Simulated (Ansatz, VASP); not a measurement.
# Co: VASP beside Ansatz

INCAR

```
ALGO     = Normal         # electronic algorithm
EDIFF    = 1E-6           # SCF threshold, eV
ENCUT    = 600            # plane-wave cutoff, eV
GGA      = CA             # functional
GGA_COMPAT= F            
ISIF     = 2              # what is computed and relaxed
ISMEAR   = -1             # smearing method
LASPH    = T              # aspherical terms in the spheres
LCHARG   = F              # write CHGCAR
LREAL    = F              # projectors in reciprocal space
LWAVE    = F              # write WAVECAR
NBANDS   = 20             # bands
NELM     = 120            # most SCF steps
PREC     = Accurate       # precision mode
SIGMA    = 0.1            # smearing width, eV
```

File KPOINTS:

```
k-points
0
Gamma
  11 11 15
```

File POSCAR:

```
Co
1.0
    3.9634931307      0.0000000000      0.0000000000
   -1.9817465654      3.4324857389      0.0000000000
    0.0000000000      0.0000000000      2.4264302084
Co
3
Direct
    0.0000000000      0.0000000000      0.0000000000
    0.3333333333      0.6666666667      0.5000000000
    0.6666666667      0.3333333333      0.5000000000
```

Input for Ansatz:

```yaml
crystal:
  lattice:
    - [3.9634931307, 0.0, 0.0]
    - [-1.9817465654, 3.4324857389, 0.0]
    - [0.0, 0.0, 2.4264302084]
  atoms:
    - { symbol: Co, position: [0.0, 0.0, 0.0] }
    - { symbol: Co, position: [0.3333333333, 0.6666666667, 0.5] }
    - { symbol: Co, position: [0.6666666667, 0.3333333333, 0.5] }
hamiltonian:
  xc: lda
  pseudopotentials:
    kind: paw
    azcp:
      Co: "pseudopotentials/Co.paw.azcp"
basis:
  ecutwfc: 420
  fft_grid_basis: typed
kpoints:
  mp_grid: { grid: [11, 11, 15], shift: [0, 0, 0] }
magnetization:
  spin_polarized: false
scf:
  occupations: { method: fermi_dirac, width: 0.1 }
  lower_state_search: "off"
output:
  stress: true
  write_density: true
  write_potential: true
  elf: true
  volumetric_format: npy
```

Alike in both runs: task single point; functional LDA; k mesh 11 × 11 × 15; occupations fermi-dirac, width 0.1 eV; no spin polarisation.

```csv
,VASP,Ansatz
version,VASP 6.6.1,Ansatz 0.2.0
potentials or method,"VASP PAW LDA potentials, release 64 (Co), cutoff 600 eV","plane waves (420 eV) with PAW, scalar-relativistic"
valence electrons in the cell,27,51
```

VASP gave:

| Quantity | Value |
| --- | --- |
| pressure (GPa) | -25.8 |
| traceless stress, the component that is largest in VASP (GPa) | 1.28 |

Question: Estimate Ansatz's values.

Answer: Pressure (GPa): -25.7; traceless stress, the component that is largest in VASP (GPa): 1.34.

Ansatz warns that its potentials were made for another functional, while VASP's fit it. LDA's correlation is that of Perdew and Zunger in VASP and of Perdew and Wang (1992) in Ansatz. VASP's potentials hold 27 valence electrons a cell and Ansatz's 51, so a difference there can come from the potentials and not from the codes.
